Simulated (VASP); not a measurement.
# AlSi16 (a cell with a defect) in VASP: a series of runs, part 2 of 2

VASP 6.6.1.

**4. Single point, PBE+D3(BJ), collinear spin, zero start**

INCAR

```
PREC     = Accurate       # precision mode
ENCUT    = 520            # plane-wave cutoff, eV
EDIFF    = 1E-7           # SCF threshold, eV
ISMEAR   = -1             # smearing method
SIGMA    = 0.05           # smearing width, eV
LREAL    = Auto         
LASPH    = T              # aspherical terms in the spheres
NELM     = 150            # most SCF steps
ALGO     = Normal         # electronic algorithm
ISIF     = 2              # what is computed and relaxed
LWAVE    = F              # write WAVECAR
LCHARG   = F              # write CHGCAR
ISPIN    = 2              # spin polarisation
MAGMOM   = 0 0 0 0 0 0 0 0 0 0 0 0 0 0 0 0 0 # initial moments
LORBIT   = 11             # projections on sites
GGA      = PE             # functional
IVDW     = 12             # dispersion correction
NBANDS   = 52             # bands
```

KPOINTS

```
regular mesh
0
Gamma
  2 2 2
```

POSCAR

```
AlSi16
1.0
    0.0000000000      5.4300000000      5.4300000000
    5.4300000000      0.0000000000      5.4300000000
    5.4300000000      5.4300000000      0.0000000000
Si Al
16 1
Direct
    0.0190976059     -0.0316574586      0.0409023941
    0.1206629834      0.1857090239      0.0798895028
    0.0476151013     -0.0260681400      0.4682228361
    0.1691436464      0.0706169429      0.6671915285
   -0.0412983425      0.5612615101     -0.0654788214
    0.1189134438      0.5979742173      0.0982504604
    0.0049079190      0.4619060773      0.4720165746
    0.2012246777      0.6126979742      0.5331767956
    0.5098802947      0.0562338858     -0.0522191529
    0.6681675875      0.0072099448      0.1978176796
    0.5020073665     -0.0633885820      0.5938674033
    0.6520165746      0.1686464088      0.5856077348
    0.4650184162      0.3991988950     -0.0333241252
    0.6029650092      0.7089134438     -0.0194475138
    0.5394751381      0.6505432781      0.3624217311
    0.6452854512      0.5767403315      0.6486372007
    0.6994014733      0.3397882136      0.1795119705
```

Started as:

```bash
$ cat potpaw_PBE.64/Si/POTCAR potpaw_PBE.64/Al/POTCAR > POTCAR
$ mpirun -np 1 vasp_std > vasp.out
```

Run time: 4.9 min. Hardware: 1 thread of Intel Xeon 6975P-C (Granite Rapids), shared host; peak memory 0.7 GiB.

Results (log left out):

```
Free energy                                           : -88.5802 eV
Pressure                                              : 0.2 GPa
Largest force                                         : 4.517 eV/Å
Net moment                                            : 0.00 μB per cell
Valence electrons inside the program's atomic spheres : Si 1.68, 1.64, 1.60, 1.69, 1.66, 1.62, 1.65, 1.63, 1.70, 1.67; Al 0.79
Dispersion energy per atom                            : -0.333 eV
```

Forces in eV/Å, atoms in the order of the input:
```
Si  -1.121  0.240  0.731
Si  -0.075  1.391 -0.509
Si   1.406 -0.651  0.787
Si   1.309 -3.835 -1.995
Si  -1.282  0.466  1.436
Si   0.998 -0.034 -0.179
Si  -0.366  1.784  0.576
Si   0.361 -0.317 -1.226
Si   1.722  0.063  0.270
Si   0.754 -1.527 -1.379
Si  -1.462  2.209  3.006
Si  -1.391 -0.280  0.714
Si  -0.215  1.801 -0.770
Si   0.237 -1.148 -0.553
Si  -0.381  0.130 -0.170
Si  -0.692 -0.754  0.576
Al   0.196  0.465 -1.316
```

Stress tensor (GPa, compression positive):
```
 1.47 -2.67 -1.19
-2.67 -2.00  1.34
-1.19  1.34  1.19
```

Levels at points of the mesh, in eV from the Fermi level:
Spin up:
```
           k point  band 29  band 30  band 31  band 32  band 33  band 34  band 35  band 36  band 37  band 38
(0.00, 0.00, 0.00)    -0.99    -0.77    -0.68    -0.46    -0.18     0.02     0.07     0.24     0.32     0.64
(0.50, 0.00, 0.00)    -1.50    -1.24    -0.95    -0.76    -0.35     0.08     0.26     0.69     0.83     1.15
(0.00, 0.50, 0.00)    -1.56    -1.09    -0.81    -0.58    -0.48    -0.31     0.49     0.74     1.07     1.14
(0.00, 0.00, 0.50)    -1.66    -0.99    -0.77    -0.69    -0.48    -0.25     0.32     0.84     0.92     1.11
(0.50, 0.50, 0.50)    -1.51    -1.09    -1.02    -0.76    -0.31    -0.09     0.48     0.53     0.87     0.95
(0.50, 0.50, 0.00)    -1.61    -1.38    -0.95    -0.73    -0.21     0.02     0.39     0.95     1.32     1.35
(0.00, 0.50, 0.50)    -1.66    -1.37    -1.01    -0.93     0.10     0.32     0.60     0.91     1.36     1.54
(0.50, 0.00, 0.50)    -1.75    -1.26    -1.07    -0.80    -0.66    -0.12     0.77     0.82     1.15     1.40
```
Spin down:
| k point | band 29 | band 30 | band 31 | band 32 | band 33 | band 34 | band 35 | band 36 | band 37 | band 38 |
| --- | --- | --- | --- | --- | --- | --- | --- | --- | --- | --- |
| (0.00, 0.00, 0.00) | -0.99 | -0.77 | -0.68 | -0.46 | -0.18 | 0.02 | 0.07 | 0.24 | 0.32 | 0.64 |
| (0.50, 0.00, 0.00) | -1.50 | -1.24 | -0.95 | -0.76 | -0.35 | 0.08 | 0.26 | 0.69 | 0.83 | 1.15 |
| (0.00, 0.50, 0.00) | -1.56 | -1.09 | -0.81 | -0.58 | -0.48 | -0.31 | 0.49 | 0.74 | 1.07 | 1.14 |
| (0.00, 0.00, 0.50) | -1.66 | -0.99 | -0.77 | -0.69 | -0.48 | -0.25 | 0.32 | 0.84 | 0.92 | 1.11 |
| (0.50, 0.50, 0.50) | -1.51 | -1.09 | -1.02 | -0.76 | -0.31 | -0.09 | 0.48 | 0.53 | 0.87 | 0.95 |
| (0.50, 0.50, 0.00) | -1.61 | -1.38 | -0.95 | -0.73 | -0.21 | 0.02 | 0.39 | 0.95 | 1.32 | 1.35 |
| (0.00, 0.50, 0.50) | -1.66 | -1.37 | -1.01 | -0.93 | 0.10 | 0.32 | 0.60 | 0.91 | 1.36 | 1.54 |
| (0.50, 0.00, 0.50) | -1.75 | -1.26 | -1.07 | -0.80 | -0.66 | -0.12 | 0.77 | 0.82 | 1.15 | 1.40 |

Caveat: the k points lie up to 0.50 Å⁻¹ apart.

**5. Single point, PBE+D3(BJ), collinear spin, zero start**

INCAR

```
SYSTEM = AlSi16
PREC = Accurate
ENCUT = 520
EDIFF = 1E-6
ISMEAR = -1
SIGMA = 0.05
LREAL = Auto
LASPH = .True.
NELM = 150
ALGO = Normal
ISIF = 2
LWAVE = .False.
LCHARG = .False.
ISPIN = 2
MAGMOM = 0 0 0 0 0 0 0 0 0 0 0 0 0 0 0 0 0
LORBIT = 11
GGA = PE
IVDW = 12
NBANDS = 52
```

KPOINTS

```
Automatic mesh
0
Gamma
  2 2 2
  0 0 0
```

POSCAR

```
AlSi16
1.0
    0.0000000000      5.4300000000      5.4300000000
    5.4300000000      0.0000000000      5.4300000000
    5.4300000000      5.4300000000      0.0000000000
Si Al
16 1
Direct
   -0.0024861878      0.0198895028     -0.0235359116
    0.1825506446      0.0676335175      0.1324953959
    0.0306077348     -0.0377900552      0.4936648250
    0.1407274401      0.0859576427      0.6251473297
    0.0279005525      0.4730018416      0.0057090239
    0.1213075506      0.6597053407      0.1328729282
    0.0241344383      0.4554604052      0.5155524862
    0.1654143646      0.5613075506      0.6405893186
    0.5470810313     -0.0339502762     -0.0373388582
    0.5597605893      0.1369797422      0.1151012891
    0.5195948435     -0.0758011050      0.5004235727
    0.6636740331      0.0724401473      0.6118508287
    0.4833333333      0.5165561694     -0.0183425414
    0.6572651934      0.6053314917      0.1166390424
    0.5374861878      0.4459392265      0.4962338858
    0.6349723757      0.5666298343      0.6208839779
    0.7508839779      0.2083977901      0.2220810313
```

Started as:

```bash
$ cat potpaw_PBE.64/Si/POTCAR potpaw_PBE.64/Al/POTCAR > POTCAR
$ mpirun -np 1 vasp_std > vasp.out
```

Run time: 6.2 min. Hardware: 1 thread of Intel Xeon Platinum 8488C (Sapphire Rapids), shared host; peak memory 0.7 GiB.

The run converged. Its results:

- Free energy: -90.2772 eV
- Pressure: 3.0 GPa
- Largest force: 2.895 eV/Å
- Net moment: 0.00 μB per cell
- Valence electrons inside the program's atomic spheres: Si 1.71, 1.66, 1.69, 1.72, 1.64, 1.68, 1.77, 1.65, 1.73, 1.75; Al 0.83
- Dispersion energy per atom: -0.330 eV

Forces on the atoms (eV/Å):
```
Si   0.654  0.559 -0.447
Si   0.446 -1.662  0.789
Si  -0.801  1.005 -0.942
Si  -0.886 -0.222  1.104
Si   0.153  1.585  0.127
Si  -0.886  0.101 -2.041
Si   0.085 -1.016  0.351
Si   0.594 -0.992  0.498
Si   0.491  0.184 -0.972
Si   0.127  0.672 -0.187
Si   1.325 -1.194  1.417
Si  -0.915 -1.083 -0.121
Si   0.179  0.878  0.256
Si  -0.580 -0.042 -0.954
Si  -1.081 -1.519 -1.171
Si   0.593  2.382  1.534
Al   0.501  0.365  0.758
```

Stress tensor (GPa, compression positive):
```
 4.42  2.56 -0.68
 2.56  2.20 -0.40
-0.68 -0.40  2.37
```

Levels at points of the mesh, in eV from the Fermi level:
Spin up:
```tsv
k point	band 31	band 32	band 33	band 34	band 35	band 36
(0.00, 0.00, 0.00)	-0.80	-0.67	-0.50	-0.34	-0.11	-0.08
(0.50, 0.00, 0.00)	-1.17	-0.87	-0.57	0.16	0.44	0.67
(0.00, 0.50, 0.00)	-1.03	-0.99	-0.30	-0.18	0.39	0.77
(0.00, 0.00, 0.50)	-1.24	-0.79	-0.31	0.09	0.19	0.79
(0.50, 0.50, 0.50)	-1.22	-0.95	-0.40	0.04	0.41	0.62
(0.50, 0.50, 0.00)	-1.76	-1.44	-0.08	0.37	1.10	1.19
(0.00, 0.50, 0.50)	-1.63	-1.42	-0.39	0.23	0.82	1.11
(0.50, 0.00, 0.50)	-1.64	-1.48	-0.09	0.26	0.99	1.20
```
Spin down:
```csv
k point,band 29,band 30,band 31,band 32,band 33,band 34,band 35,band 36,band 37,band 38
"(0.00, 0.00, 0.00)",-1.43,-1.21,-0.80,-0.67,-0.50,-0.34,-0.11,-0.08,0.11,0.37
"(0.50, 0.00, 0.00)",-1.74,-1.47,-1.17,-0.87,-0.57,0.16,0.44,0.67,0.75,0.94
"(0.00, 0.50, 0.00)",-1.91,-1.30,-1.03,-0.99,-0.30,-0.18,0.39,0.77,0.87,1.08
"(0.00, 0.00, 0.50)",-1.55,-1.33,-1.24,-0.79,-0.31,0.09,0.19,0.79,0.88,1.06
"(0.50, 0.50, 0.50)",-1.64,-1.47,-1.22,-0.95,-0.40,0.04,0.41,0.62,0.83,0.88
"(0.50, 0.50, 0.00)",-2.12,-1.94,-1.76,-1.44,-0.08,0.37,1.10,1.19,1.49,1.52
"(0.00, 0.50, 0.50)",-2.01,-1.73,-1.63,-1.42,-0.39,0.23,0.82,1.11,1.42,1.45
"(0.50, 0.00, 0.50)",-1.98,-1.84,-1.64,-1.48,-0.09,0.26,0.99,1.20,1.54,1.66
```

Caveat: the k points lie up to 0.50 Å⁻¹ apart.

**6. Single point, PBE+D3(BJ), collinear spin, zero start**

INCAR

```
PREC = Accurate
ENCUT = 520
EDIFF = 1E-7
ISMEAR = -1
SIGMA = 0.05
LREAL = Auto
LASPH = T
NELM = 150
ALGO = Normal
ISIF = 2
LWAVE = F
LCHARG = F
ISPIN = 2
MAGMOM = 0 0 0 0 0 0 0 0 0 0 0 0 0 0 0 0 0
LORBIT = 11
GGA = PE
IVDW = 12
NBANDS = 52
```

KPOINTS

```
regular mesh
0
Gamma
  2 2 2
```

POSCAR

```
AlSi16
1.0
    0.0000000000      5.4300000000      5.4300000000
    5.4300000000      0.0000000000      5.4300000000
    5.4300000000      5.4300000000      0.0000000000
Si Al
16 1
Direct
   -0.0382965009     -0.1202670350      0.0581491713
    0.1754143646      0.0425230203      0.1282504604
    0.0995856354     -0.0629926335      0.5073204420
    0.1330478821      0.0670994475      0.6977440147
   -0.0069060773      0.4687108656      0.0176795580
    0.1704604052      0.5069797422      0.1522651934
   -0.0348066298      0.4273112339      0.5567771639
    0.1466942910      0.5827716390      0.6065101289
    0.5363351750     -0.0196685083     -0.0355801105
    0.5852762431      0.1415745856      0.1015930018
    0.4990791897      0.0393738490      0.4898342541
    0.7303959484      0.0975966851      0.5760497238
    0.5233793738      0.5249447514     -0.0314825046
    0.6186740331      0.6165193370      0.1560405157
    0.5030294659      0.4696961326      0.5141896869
    0.6104880295      0.6512799263      0.5971546961
    0.8130755064      0.2071639042      0.1828360958
```

Potentials or basis: VASP PAW PBE potentials, release 64 (Si, Al).

Started as:

```bash
$ cat potpaw_PBE.64/Si/POTCAR potpaw_PBE.64/Al/POTCAR > POTCAR
$ mpirun -np 1 vasp_std > vasp.out
```

Wall time 7 min (1 thread of Intel Xeon Platinum 8488C (Sapphire Rapids), shared host); peak memory 0.7 GiB.

It converged, with:

```yaml
Free_energy: -89.3917 eV
Pressure: 0.0 GPa
Largest_force: 2.362 eV/Å
Net_moment: 0.00 μB per cell
Valence_electrons_inside_the_program's_atomic_spheres: Si 1.61, 1.66, 1.68, 1.67, 1.65, 1.63, 1.69, 1.70; Al 0.83
Dispersion_energy_per_atom: -0.330 eV
```

Forces on the atoms (eV/Å):
```
Si   0.417  0.021  0.830
Si  -0.185  0.452  0.297
Si  -0.683 -0.894  0.023
Si  -0.001  0.400 -0.142
Si  -1.675 -0.536  0.836
Si   1.206  1.011 -0.132
Si  -0.375 -0.315  2.192
Si   1.051  0.058 -2.115
Si  -1.011 -0.524  0.235
Si   1.330  0.944  0.436
Si  -0.760  0.286 -0.443
Si   1.197 -0.768 -1.189
Si   0.118 -0.021 -1.121
Si  -0.749 -0.694  0.754
Si  -0.240  1.343  0.105
Si   0.252  0.076  0.222
Al   0.108 -0.838 -0.788
```

Stress tensor (GPa, compression positive):
```
 0.22 -1.66 -0.24
-1.66  1.21  2.05
-0.24  2.05 -1.32
```

Levels at points of the mesh, in eV from the Fermi level:
Spin up:
```tsv
k point	band 31	band 32	band 33	band 34	band 35	band 36
(0.00, 0.00, 0.00)	-0.95	-0.62	-0.45	-0.26	-0.18	0.08
(0.50, 0.00, 0.00)	-0.91	-0.61	-0.39	0.17	0.45	0.66
(0.00, 0.50, 0.00)	-1.17	-0.62	-0.06	0.03	0.22	0.68
(0.00, 0.00, 0.50)	-1.14	-0.91	-0.42	-0.11	0.08	0.54
(0.50, 0.50, 0.50)	-1.21	-0.87	-0.23	0.03	0.05	0.63
(0.50, 0.50, 0.00)	-1.36	-1.17	-0.22	-0.10	0.87	1.15
(0.00, 0.50, 0.50)	-1.42	-1.25	-0.05	0.38	0.83	1.20
(0.50, 0.00, 0.50)	-1.46	-1.23	0.01	0.34	0.84	1.24
```
Spin down:
```csv
k point,band 29,band 30,band 31,band 32,band 33,band 34,band 35,band 36,band 37,band 38
"(0.00, 0.00, 0.00)",-1.23,-1.06,-0.95,-0.62,-0.45,-0.26,-0.18,0.08,0.32,0.52
"(0.50, 0.00, 0.00)",-1.36,-1.20,-0.91,-0.61,-0.39,0.17,0.45,0.66,0.71,1.26
"(0.00, 0.50, 0.00)",-1.48,-1.26,-1.17,-0.62,-0.06,0.03,0.22,0.68,0.86,0.98
"(0.00, 0.00, 0.50)",-1.44,-1.28,-1.14,-0.91,-0.42,-0.11,0.08,0.54,0.80,0.88
"(0.50, 0.50, 0.50)",-1.42,-1.31,-1.21,-0.87,-0.23,0.03,0.05,0.63,1.02,1.03
"(0.50, 0.50, 0.00)",-1.79,-1.61,-1.36,-1.17,-0.22,-0.10,0.87,1.15,1.27,1.41
"(0.00, 0.50, 0.50)",-1.91,-1.58,-1.42,-1.25,-0.05,0.38,0.83,1.20,1.37,1.67
"(0.50, 0.00, 0.50)",-1.76,-1.61,-1.46,-1.23,0.01,0.34,0.84,1.24,1.33,1.50
```

Caveat: the k points lie up to 0.50 Å⁻¹ apart.

**7. Single point, PBE+D3(BJ), collinear spin, zero start**

INCAR, as its differences from that of step 6:

```diff
@@ -2,3 +2,3 @@
 ENCUT = 520
-EDIFF = 1E-7
+EDIFF = 1E-6
 ISMEAR = -1
@@ -11,3 +11,3 @@
 LWAVE = F
-LCHARG = F
+LCHARG = T
 ISPIN = 2
@@ -17,2 +17,4 @@
 IVDW = 12
+LELF = T
+LVHAR = T
 NBANDS = 52
```

KPOINTS is that of step 6.

POSCAR

```
AlSi16
1.0
    0.0000000000      5.4300000000      5.4300000000
    5.4300000000      0.0000000000      5.4300000000
    5.4300000000      5.4300000000      0.0000000000
Si Al
16 1
Direct
   -0.0276519337     -0.0668968692      0.0157182320
    0.1278084715      0.0455432781      0.1496869245
   -0.0006169429      0.0002854512      0.5170994475
    0.1173572744      0.0953683241      0.6669152855
    0.0634530387      0.4514272560     -0.0299907919
    0.0939226519      0.5621546961      0.1860220994
    0.0162983425      0.4804419890      0.5436648250
    0.1692357274      0.6284622468      0.6186648250
    0.4970718232      0.0281215470     -0.0529281768
    0.6112430939      0.0850184162      0.1359023941
    0.4821086556     -0.0364732965      0.5467679558
    0.6420534070      0.1601197053      0.5686832413
    0.5014825046      0.4532688766     -0.0033057090
    0.6872559853      0.6644567219      0.0080294659
    0.5562430939      0.5254880295      0.4280294659
    0.6592633517      0.5842357274      0.6259852670
    0.7515469613      0.2651012891      0.1867955801
```

Started as:

```bash
$ cat potpaw_PBE.64/Si/POTCAR potpaw_PBE.64/Al/POTCAR > POTCAR
$ mpirun -np 1 vasp_std > vasp.out
```

Run time: 7 min. Hardware: 1 thread of Intel Xeon Platinum 8488C (Sapphire Rapids), shared host; peak memory 0.7 GiB.

The run converged. Its results:

| Quantity | Value |
| --- | --- |
| Free energy | -90.1153 eV |
| Pressure | 1.1 GPa |
| Largest force | 2.154 eV/Å |
| Net moment | 0.00 μB per cell |
| Valence electrons inside the program's atomic spheres | Si 1.69, 1.64, 1.70, 1.72, 1.65, 1.67, 1.66, 1.63, 1.71, 1.62, 1.68; Al 0.84 |
| Dispersion energy per atom | -0.330 eV |

Forces on the atoms (eV/Å):
```
Si   0.521  1.499  0.051
Si  -0.228 -0.226  1.298
Si  -0.873 -0.003 -0.179
Si   0.199 -0.708  1.009
Si   0.437  1.041 -1.600
Si  -1.328  0.024  1.368
Si  -0.414  0.850 -0.134
Si  -0.980 -0.540  0.787
Si   0.382 -0.503 -0.495
Si   0.141 -0.184 -2.142
Si  -1.116  0.296  1.297
Si   0.207  0.441 -1.762
Si   1.302 -1.274  0.232
Si   0.012  0.538 -1.082
Si   0.339 -1.118  0.344
Si   1.067 -0.733 -0.155
Al   0.330  0.600  1.164
```

Stress tensor (GPa, compression positive):
```
 1.81 -0.19  0.30
-0.19  2.31  0.72
 0.30  0.72 -0.78
```

Levels at points of the mesh, in eV from the Fermi level:
Spin up:
| k point | band 30 | band 31 | band 32 | band 33 | band 34 | band 35 | band 36 | band 37 |
| --- | --- | --- | --- | --- | --- | --- | --- | --- |
| (0.00, 0.00, 0.00) | -1.35 | -0.93 | -0.64 | -0.56 | -0.40 | -0.25 | 0.06 | 0.08 |
| (0.50, 0.00, 0.00) | -1.57 | -1.35 | -0.92 | -0.72 | -0.01 | 0.32 | 0.59 | 0.81 |
| (0.00, 0.50, 0.00) | -1.56 | -1.23 | -1.16 | -0.54 | 0.23 | 0.37 | 0.62 | 0.80 |
| (0.00, 0.00, 0.50) | -1.35 | -1.17 | -1.02 | -0.39 | -0.13 | 0.26 | 0.57 | 0.79 |
| (0.50, 0.50, 0.50) | -1.43 | -1.21 | -1.10 | -0.35 | 0.09 | 0.44 | 0.59 | 0.67 |
| (0.50, 0.50, 0.00) | -1.77 | -1.72 | -1.54 | -0.16 | 0.03 | 0.82 | 1.16 | 1.32 |
| (0.00, 0.50, 0.50) | -1.91 | -1.75 | -1.36 | -0.03 | 0.33 | 0.80 | 1.13 | 1.24 |
| (0.50, 0.00, 0.50) | -1.77 | -1.64 | -1.42 | -0.21 | 0.33 | 0.90 | 1.07 | 1.19 |
Spin down:
```tsv
k point	band 31	band 32	band 33	band 34	band 35	band 36
(0.00, 0.00, 0.00)	-0.93	-0.64	-0.56	-0.40	-0.25	0.06
(0.50, 0.00, 0.00)	-1.35	-0.92	-0.72	-0.01	0.32	0.59
(0.00, 0.50, 0.00)	-1.23	-1.16	-0.54	0.23	0.37	0.62
(0.00, 0.00, 0.50)	-1.17	-1.02	-0.39	-0.13	0.26	0.57
(0.50, 0.50, 0.50)	-1.21	-1.10	-0.35	0.09	0.44	0.59
(0.50, 0.50, 0.00)	-1.72	-1.54	-0.16	0.03	0.82	1.16
(0.00, 0.50, 0.50)	-1.75	-1.36	-0.03	0.33	0.80	1.13
(0.50, 0.00, 0.50)	-1.64	-1.42	-0.21	0.33	0.90	1.07
```

Caveat: the k points lie up to 0.50 Å⁻¹ apart.
